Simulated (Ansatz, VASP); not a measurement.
Two plane-wave programs on BaTiO3

File INCAR:

```
SYSTEM = BaTiO3
PREC = Accurate
ENCUT = 520
EDIFF = 1E-6
ISMEAR = 0
SIGMA = 0.01
LREAL = .False.
LASPH = .True.
NELM = 100
ALGO = Normal
ISIF = 2
LWAVE = .False.
LCHARG = .False.
GGA = PS
IVDW = 13
NBANDS = 28
```

The input KPOINTS:

```
regular mesh
0
Gamma
  4 4 4
  0 0 0
```

Contents of POSCAR:

```
BaTiO3
1.0
    2.8622245346      1.5911330831      2.3703775114
   -2.7654638021      1.5896606371      2.2534132182
    0.0470982364     -3.3082654677      2.4016394416
Ba Ti O
1 1 3
Direct
    0.9816000000      0.0107500000      0.9878300000
    0.4848900000      0.4884100000      0.5081000000
    0.5041000000      0.4895800000      0.0208700000
    0.0283200000      0.5017200000      0.5090800000
    0.5217800000      0.0261100000      0.4997500000
```

Input for Ansatz:

```yaml
crystal:
  lattice:
    - [2.862224534558487, 1.5911330830772714, 2.370377511421147]
    - [-2.7654638021489255, 1.5896606371493, 2.253413218217581]
    - [0.04709823641715925, -3.308265467705255, 2.4016394416333875]
  atoms:
    - { symbol: Ba, position: [0.9816, 0.01075, 0.98783] }
    - { symbol: Ti, position: [0.48489, 0.48841, 0.5081] }
    - { symbol: O, position: [0.5041, 0.48958, 0.02087] }
    - { symbol: O, position: [0.02832, 0.50172, 0.50908] }
    - { symbol: O, position: [0.52178, 0.02611, 0.49975] }
basis:
  ecutwfc: 540.0
  xc_grid: 2
kpoints:
  mp_grid:
    grid: [4, 4, 4]
hamiltonian:
  xc: pbesol
  dispersion: d4
scf:
  convergence:
    dr2_threshold: 1.0e-09
  occupations:
    method: fixed
output:
  forces: true
  stress: true
```

Alike in both runs: task single point; functional PBEsol; dispersion D4; k mesh 4 × 4 × 4; no spin polarisation.

```csv
,VASP,Ansatz
version,VASP 6.6.1,Ansatz 0.2.0
potentials or method,"VASP PAW PBE potentials, release 64 (Ba_sv, Ti_sv, O), cutoff 520 eV","plane waves, PAW"
occupations,"gaussian, width 0.01 eV",fixed
valence electrons in the cell,40,40
```

|  | VASP | Ansatz | Ansatz less VASP |
| --- | --- | --- | --- |
| pressure (GPa) | -0.3 | -2.2 | -1.89 |
| traceless stress, the component that is largest in VASP (GPa) | 4.74 | 4.61 | -0.126 |
| rms of the force components (eV/Å) | 0.496 | 0.474 | -0.0223 |

VASP's potentials were made for PBE, not for PBEsol. Atom by atom the forces differ by 0.042 eV/Å (rms over components). Ansatz's warnings: stress scf threshold loose.

Neither program's run includes spin-orbit coupling.
